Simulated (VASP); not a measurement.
Input of a VASP 6.6.1 run:

The input INCAR:

```
PREC = Accurate ; ENCUT = 520
EDIFF = 1E-6 ; ISMEAR = 0
SIGMA = 0.05 ; LREAL = F
LASPH = T ; NELM = 100
ALGO = Normal ; ISIF = 2
LWAVE = F ; LCHARG = F
NELECT = 56.0 ; NBANDS = 40
```

File KPOINTS:

```
regular mesh
0
Gamma
  6 6 6
```

The input POSCAR:

```
Mg4HO8
1.0
   -3.1159510607     -1.7989951837      3.4255732540
    3.1159510607     -1.7989951837      3.4255732540
    0.0000000000      3.5979903674      3.4255732540
Mg O H
4 8 1
Direct
    0.0000000000      0.0000000000      0.0000000000
    0.5000000000      0.5000000000      0.0000000000
    0.5000000000      0.0000000000      0.5000000000
    0.0000000000      0.5000000000      0.5000000000
    0.4294242759      0.4294242759      0.4294242759
    0.9294242759      0.9294242759      0.4294242759
    0.9294242759      0.4294242759      0.9294242759
    0.4294242759      0.9294242759      0.9294242759
    0.5705757241      0.5705757241      0.5705757241
    0.0705757241      0.0705757241      0.5705757241
    0.0705757241      0.5705757241      0.0705757241
    0.5705757241      0.0705757241      0.0705757241
    1.2083540658      1.3750207325     -0.0833126009
```

Potentials or basis: VASP PAW LDA potentials, release 64 (Mg, O, H).

Launch:

```console
$ cat potpaw_LDA.64/Mg/POTCAR potpaw_LDA.64/O/POTCAR potpaw_LDA.64/H/POTCAR > POTCAR
$ mpirun -np 1 vasp_std > vasp.out
```

Task: What does it give for the largest force?

Result: 2.503 eV/Å.

Forces on the atoms (eV/Å):
```
Mg  -0.083  0.401 -0.478
Mg  -0.527 -0.469  1.946
Mg  -0.103 -0.047 -0.034
Mg   0.248 -0.159 -0.248
O    0.064  0.182 -0.433
O    0.009 -0.006 -0.279
O   -1.171 -0.548 -1.917
O    0.324 -0.054 -0.499
O    0.052  0.251  0.348
O    0.012 -0.004  0.316
O   -1.298 -0.528  1.763
O    0.400 -0.098  0.417
H    2.072  1.079 -0.900
```

Caveat: the cell carries a net charge on a neutralising background, which shifts energy and pressure.
